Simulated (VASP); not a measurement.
# Ti2NbB3 (P4/mmm) in VASP: further runs

Runs on Ti2NbB3. Level: PBE. Tasks: single point.

All numbers are computed with VASP 6.6.1; they aren't measurements. Logs are shortened: lines on timing, memory, paths and dates and some standing lists are left out, and cuts for length are marked.

## Step 1: The cell of the first run

It takes space group P4/mmm (No. 123, tetragonal). Conventional cell: a = 3.156 Å, b = 3.156 Å, c = 6.680 Å, α = 90.00°, β = 90.00°, γ = 90.00°. Within 3.0 Å of Ti (site symmetry 4/mmm) lie 12 B at 2.23 to 2.64 Å. Within 3.0 Å of Ti (site symmetry 4/mmm) lie 4 Nb at 2.23 Å and 8 B at 2.95 Å. Nb (site symmetry 4/mmm) has 2 B at 1.93 Å and 4 Ti at 2.23 Å within 2.6 Å. B (site symmetry 4mm) has 1 B at 1.41 Å within 1.9 Å. B (site symmetry 4/mmm) has 2 B at 1.41 Å within 1.9 Å.

## Step 2: Single point, PBE

Contents of INCAR:

```
PREC     = Accurate       # precision mode
ENCUT    = 520            # plane-wave cutoff, eV
EDIFF    = 1E-6           # SCF threshold, eV
ISMEAR   = 0              # smearing method
SIGMA    = 0.1            # smearing width, eV
LREAL    = False          # projectors in reciprocal space
LASPH    = True           # aspherical terms in the spheres
NELM     = 60             # most SCF steps
ALGO     = Normal         # electronic algorithm
ISIF     = 2              # what is computed and relaxed
LWAVE    = False          # write WAVECAR
LCHARG   = False          # write CHGCAR
GGA      = PE             # functional
NBANDS   = 32             # bands
```

Contents of KPOINTS:

```
Automatic mesh
0
Gamma
  6 6 4
```

Contents of POSCAR:

```
Ti2NbB3
1.0
    3.1556050200      0.0000000000      0.0000000000
    0.0000000000      3.1556050200      0.0000000000
    0.0000000000      0.0000000000      6.6796374700
Ti Nb B
2 1 3
Direct
    0.0000000000      0.0000000000      0.5000000000
    0.0000000000      0.0000000000      0.0000000000
    0.5000000000      0.5000000000      0.0000000000
    0.5000000000      0.5000000000      0.7114587100
    0.5000000000      0.5000000000      0.2885412900
    0.5000000000      0.5000000000      0.5000000000
```

Potentials or basis: VASP PAW PBE potentials, release 64 (Ti_sv, Nb_sv, B).

The run is started by

```
cat potpaw_PBE.64/Ti_sv/POTCAR potpaw_PBE.64/Nb_sv/POTCAR potpaw_PBE.64/B/POTCAR > POTCAR
mpirun -np 1 vasp_std > vasp.out
```

OUTCAR:

```text
PREC = Accurate
   ENCUT = 520
   EDIFF = 1E-6
   ISMEAR = 0
   LREAL = False
   LASPH = True
   NELM = 60
   ISIF = 2
   GGA = PE

 ion  position               nearest neighbor table
   1  0.000  0.000  0.500-   6 2.23   6 2.23   6 2.23   6 2.23
   2  0.000  0.000  0.000-   3 2.23   3 2.23   3 2.23   3 2.23
   3  0.500  0.500  0.000-   4 1.93   5 1.93   2 2.23   2 2.23   2 2.23   2 2.23
   4  0.500  0.500  0.711-   6 1.41   3 1.93
   5  0.500  0.500  0.289-   6 1.41   3 1.93
   6  0.500  0.500  0.500-   4 1.41   5 1.41   1 2.23   1 2.23   1 2.23   1 2.23

  LATTYP: Found a simple tetragonal cell.
 ALAT       =     3.1556050200
 C/A-ratio  =     2.1167533413

  Lattice vectors:

 A1 = (   3.1556050200,   0.0000000000,   0.0000000000)
 A2 = (   0.0000000000,   3.1556050200,   0.0000000000)
 A3 = (   0.0000000000,   0.0000000000,   6.6796374700)

Analysis of symmetry for initial positions (statically):
=====================================================================
 Subroutine PRICEL returns:
 Original cell was already a primitive cell.

 Routine SETGRP: Setting up the symmetry group for a
 simple tetragonal supercell.

 Subroutine GETGRP returns: Found 16 space group operations
 (whereof 16 operations were pure point group operations)
 out of a pool of 16 trial point group operations.

The static configuration has the point symmetry D_4h.

Analysis of symmetry for dynamics (positions and initial velocities):
=====================================================================
 Subroutine PRICEL returns:
 Original cell was already a primitive cell.

 Routine SETGRP: Setting up the symmetry group for a
 simple tetragonal supercell.

 Subroutine GETGRP returns: Found 16 space group operations
 (whereof 16 operations were pure point group operations)
 out of a pool of 16 trial point group operations.

The dynamic configuration has the point symmetry D_4h.

 Subroutine INISYM returns: Found 16 space group operations
 (whereof 16 operations are pure point group operations),
 and found     1 'primitive' translations

----------------------------------------------------------------------------------------

                                     Primitive cell

  volume of cell :      66.5148

  direct lattice vectors                    reciprocal lattice vectors
     3.155605020  0.000000000  0.000000000     0.316896441  0.000000000  0.000000000
     0.000000000  3.155605020  0.000000000     0.000000000  0.316896441  0.000000000
     0.000000000  0.000000000  6.679637470     0.000000000  0.000000000  0.149708724

  length of vectors
     3.155605020  3.155605020  6.679637470     0.316896441  0.316896441  0.149708724

  position of ions in fractional coordinates (direct lattice)
     0.000000000  0.000000000  0.500000000
     0.000000000  0.000000000  0.000000000
     0.500000000  0.500000000  0.000000000
     0.500000000  0.500000000  0.711458710
     0.500000000  0.500000000  0.288541290
     0.500000000  0.500000000  0.500000000

  ion indices of the primitive-cell ions
   primitive index   ion index
                 1           1
                 2           2
                 3           3
                 4           4
                 5           5
                 6           6

----------------------------------------------------------------------------------------

 KPOINTS: Automatic mesh

Automatic generation of k-mesh.
 Grid dimensions read from file:
 generate k-points for:    6    6    4

 Generating k-lattice:

  Cartesian coordinates                     Fractional coordinates (reciprocal lattice)
     0.052816073  0.000000000  0.000000000     0.166666667  0.000000000  0.000000000
     0.000000000  0.052816073  0.000000000     0.000000000  0.166666667  0.000000000
     0.000000000  0.000000000  0.037427181     0.000000000  0.000000000  0.250000000

  Length of vectors
     0.052816073  0.052816073  0.037427181

  Shift w.r.t. Gamma in fractional coordinates (k-lattice)
     0.000000000  0.000000000  0.000000000

 Subroutine IBZKPT returns following result:
 ===========================================

 Found     30 irreducible k-points:

 Following reciprocal coordinates:
            Coordinates               Weight
  0.000000  0.000000  0.000000      1.000000
  0.166667  0.000000  0.000000      4.000000
  0.333333  0.000000  0.000000      4.000000
  0.500000  0.000000  0.000000      2.000000
  0.166667  0.166667  0.000000      4.000000
  0.333333  0.166667  0.000000      8.000000
[... 16 lines left out ...]
  0.333333  0.000000  0.500000      4.000000
  0.500000  0.000000  0.500000      2.000000
 [... further k-points ...]
   k-points           NKPTS =     30   k-points in BZ     NKDIM =     30   number of bands    NBANDS=     32
   number of dos      NEDOS =    301   number of ions     NIONS =      6
   total plane-waves  NPLWV =  28800
   dimension x,y,z NGX =    24 NGY =   24 NGZ =   50
   dimension x,y,z NGXF=    48 NGYF=   48 NGZF=  100
   ions per type =               2   1   3
   NGX,Y,Z   is equivalent  to a cutoff of  12.64, 12.64, 12.44 a.u.
   NGXF,Y,Z  is equivalent  to a cutoff of  25.29, 25.29, 24.89 a.u.
 SYSTEM =  unknown system
   PREC   = accura    normal or accurate (medium, high low for compatibility)
   ISTART =      0    job   : 0-new  1-cont  2-samecut
   ICHARG =      2    charge: 1-file 2-atom 10-const
   ISPIN  =      1    spin polarized calculation?
   LNONCOLLINEAR =      F non collinear calculations
   LSORBIT =      F    spin-orbit coupling
   LASPH  =      T    aspherical Exc in radial PAW
   ENCUT  =  520.0 eV  38.22 Ry    6.18 a.u.   5.87  5.87 12.42*2*pi/ulx,y,z
   NELM   =     60;   NELMIN=  2; NELMDL= -5     # of ELM steps
   EDIFF  = 0.1E-05   stopping-criterion for ELM
   LREAL  =      F    real-space projection
   EDIFFG = 0.1E-04   stopping-criterion for IOM
   NSW    =      0    number of steps for IOM
   IBRION =     -1    ionic relax: 0-MD 1-quasi-New 2-CG
   NFREE  =      0    steps in history (QN), initial steepest desc. (CG)
   ISIF   =      2    stress and relaxation
   ISYM   =      2    0-nonsym 1-usesym 2-fastsym
   POTIM  = 0.5000    time-step for ionic-motion
   TEBEG  =    0.0;   TEEND  =   0.0 temperature during run
   PSTRESS=    0.0 pullay stress
   NELECT =      46.0000    total number of electrons
   NUPDOWN=      -1.0000    fix difference up-down
   EMIN   =  10.00;   EMAX   =-10.00  energy-range for DOS
   EFERMI =   0.00;   METHOD = LEGACY
   ISMEAR =     0;   SIGMA  =   0.10  broadening in eV -4-tet -1-fermi 0-gaus
   EFERMI_NEDOS =   21; number of points for ismear=-14 and -15
   IALGO  =     38    algorithm
   IMIX   =      4    mixing-type and parameters
     AMIX     =   0.40;   BMIX     =  1.00
     AMIX_MAG =   1.60;   BMIX_MAG =  1.00
  volume/ion in A,a.u.               =      11.09        74.81
  Fermi-wavevector in a.u.,A,eV,Ry     =   1.447732  2.735816 28.516815  2.095927
  Thomas-Fermi vector in A             =   2.565653
   LORBIT       =      0    0 simple, 1 ext, 2 COOP (PROOUT), +10 PAW based schemes
   GGA     = PE    functional components
   LHFCALC =     F    Hartree Fock is set to
   AEXX    =    0.0000 exact exchange contribution
   IVDW    =     0    specifies the selected vdW correction
   LEPSILON=     F    determine dielectric tensor
   LRPA    =     F    only Hartree local field effects (RPA)
 non-spin polarized calculation
 Gauss-broadening in eV      SIGMA  =   0.10
  energy-cutoff  :      520.00
  volume of cell :       66.51
 maximum number of plane-waves:      1820
 NGX is ok and might be reduce to    24
   NGX = 11   NGY = 11   NGZ = 25

 number of electron      45.9999996 magnetization

 Free energy of the ion-electron system (eV)
  ---------------------------------------------------
  ext. energy  EPLUGINS =         0.00000000
  ---------------------------------------------------
  free energy    TOTEN  =       -37.90007219 eV

  energy without entropy =      -37.87624291  energy(sigma->0) =      -37.88815755

 E-fermi :   9.4569     XC(G=0): -12.1737

 val. band max:        9.4525664836   @ k =   0.5000   0.5000   0.2500
 cond. band min:       9.4781325707   @ k =   0.5000   0.1667   0.5000
 fundamental gap:      0.0255660871
 Fermi energy:         9.4568876705

 k-point     1 :       0.0000    0.0000    0.0000
  band No.  band energies     occupation
      1     -47.7487      2.00000
      2     -46.9704      2.00000
      3     -43.9857      2.00000
      4     -24.0692      2.00000
      5     -23.9818      2.00000
      6     -23.9818      2.00000
[... 24 lines left out ...]
     31      13.6928      0.00000
     32      16.6010      0.00000

 k-point     2 :       0.1667    0.0000    0.0000
  band No.  band energies     occupation
      1     -47.7446      2.00000
      2     -46.9115      2.00000
      3     -44.0586      2.00000
      4     -24.0637      2.00000
      5     -23.9573      2.00000
      6     -23.9023      2.00000
[... 24 lines left out ...]
     31      13.1537      0.00000
     32      15.1110      0.00000

 k-point     3 :       0.3333    0.0000    0.0000
  band No.  band energies     occupation
      1     -47.7364      2.00000
      2     -46.7837      2.00000
      3     -44.2145      2.00000
      4     -24.0533      2.00000
      5     -24.0527      2.00000
      6     -23.8892      2.00000
[... 24 lines left out ...]
     31      13.2233      0.00000
     32      13.2325      0.00000

 k-point     4 :       0.5000    0.0000    0.0000
  band No.  band energies     occupation
      1     -47.7323      2.00000
      2     -46.7137      2.00000
      3     -44.2986      2.00000
      4     -24.1008      2.00000
      5     -24.0472      2.00000
      6     -23.8828      2.00000
[... 654 lines left out ...]
     31      13.5892      0.00000
     32      13.5982      0.00000

 k-point    23 :       0.3333    0.0000    0.5000
  band No.  band energies     occupation
      1     -47.7364      2.00000
      2     -46.7837      2.00000
      3     -44.2145      2.00000
      4     -24.0533      2.00000
      5     -24.0506      2.00000
      6     -23.8891      2.00000
[... 24 lines left out ...]
     31      12.9518      0.00000
     32      12.9716      0.00000

 k-point    24 :       0.5000    0.0000    0.5000
  band No.  band energies     occupation
      1     -47.7323      2.00000
      2     -46.7138      2.00000
      3     -44.2986      2.00000
      4     -24.1009      2.00000
      5     -24.0453      2.00000
      6     -23.8827      2.00000
[... 24 lines left out ...]
     31      11.9983      0.00000
     32      12.2182      0.00000

 [... further k-points ...]

------------------------ aborting loop because EDIFF is reached ----------------------------------------

  FORCE on cell =-STRESS in cart. coord.  units (eV):
  Direction    XX          YY          ZZ          XY          YZ          ZX
  --------------------------------------------------------------------------------------
  -------------------------------------------------------------------------------------
  Total       17.7127816     17.7127816     31.4734818      0.0000000      0.0000000      0.0000000
  in kB      426.6572995    426.6572995    758.1186891      0.0000000      0.0000000      0.0000000
  external PRESSURE =     537.1444294 kB  Pullay stress =       0.0000000 kB

 VOLUME and BASIS-vectors are now :
 -----------------------------------------------------------------------------
  energy-cutoff  :      520.00
  volume of cell :       66.51
      direct lattice vectors                 reciprocal lattice vectors
     3.155605020  0.000000000  0.000000000     0.316896441  0.000000000  0.000000000
     0.000000000  3.155605020  0.000000000     0.000000000  0.316896441  0.000000000
     0.000000000  0.000000000  6.679637470     0.000000000  0.000000000  0.149708724

 POSITION                                       TOTAL-FORCE (eV/Angst)
 -----------------------------------------------------------------------------------
      0.00000      0.00000      3.33982         0.000000     -0.000000     -0.000000
      0.00000      0.00000      0.00000         0.000000     -0.000000     -0.000000
      1.57780      1.57780      0.00000         0.000000     -0.000000     -0.000000
      1.57780      1.57780      4.75229         0.000000     -0.000000      1.066345
      1.57780      1.57780      1.92735         0.000000      0.000000     -1.066345
      1.57780      1.57780      3.33982         0.000000     -0.000000     -0.000000
 -----------------------------------------------------------------------------------
    total drift:                                0.000000     -0.000000     -0.000000

  FREE ENERGIE OF THE ION-ELECTRON SYSTEM (eV)
  ---------------------------------------------------
  free  energy   TOTEN  =       -37.9000721884 eV

  energy  without entropy=      -37.8762429060  energy(sigma->0) =      -37.88815755
```

Wall time 38 s (1 thread of AMD EPYC 9R45 (Zen 5), shared host); peak memory 0.18 GiB.

What came out:

```yaml
Free_energy: -37.9001 eV
Pressure: 53.7 GPa
Largest_force: 1.066 eV/Å
Band_gap_on_the_k_mesh: zero (band 23 reaches 10.13 eV, above the bottom of band 24 at 8.66 eV)
```

Forces in eV/Å, atoms in the order of the input:
```
Ti   0.000  0.000  0.000
Ti   0.000  0.000  0.000
Nb   0.000  0.000  0.000
B    0.000  0.000  1.066
B    0.000  0.000 -1.066
B    0.000  0.000  0.000
```

Caveat: forces of over 1 eV/Å act on the atoms, so gaps and moduli don't describe the material at rest.

(Part 1 of 2 ends here.)
